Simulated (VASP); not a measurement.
Write the native input for VASP 6.6.1 that does the following.

| Property | Result |
| --- | --- |
| Task | single point |
| Functional | PBE |
| Potentials or basis | VASP PAW PBE potentials, release 64 (Al, Ni) |
| Cutoff | 600 eV |
| k mesh | 4 × 4 × 4 |
| Occupations | gaussian, width 0.1 eV |
| Spin | no spin polarisation |
| Dipole correction | no |
| Further INCAR settings | ALGO = Normal; EDIFF = 1e-06; NBANDS = 24 |

The structure of AlNi3 lies in POSCAR:

```
AlNi3
1.0
    3.5230547267      0.0000000000      0.0000000000
    0.0000000000      3.5230547267      0.0000000000
    0.0000000000      0.0000000000      3.5230547267
Al Ni
1 3
Direct
    0.0000000000      0.0000000000      0.0000000000
    0.0000000000      0.5000000000      0.5000000000
    0.5000000000      0.0000000000      0.5000000000
    0.5000000000      0.5000000000      0.0000000000
```

The input as run:

INCAR

```
PREC = Accurate
ENCUT = 600
EDIFF = 1E-6
ISMEAR = 0
SIGMA = 0.1
LREAL = F
LASPH = T
NELM = 120
ALGO = Normal
ISIF = 2
LWAVE = F
LCHARG = F
GGA = PE
NBANDS = 24
GGA_COMPAT = F
```

KPOINTS

```
regular mesh
0
Gamma
  4 4 4
```

Potentials or basis: VASP PAW PBE potentials, release 64 (Al, Ni).

Command:

```sh
$ cat potpaw_PBE.64/Al/POTCAR potpaw_PBE.64/Ni/POTCAR > POTCAR
$ mpirun -np 1 vasp_std > vasp.out
```

It gave:

- Pressure: 6.8 GPa

Caveat: the k points lie up to 0.45 Å⁻¹ apart.

Wall time 8 s on 1 thread of AMD EPYC 9R45 96-Core Processor (Zen 5) (shared host), peak memory 0.13 GiB.
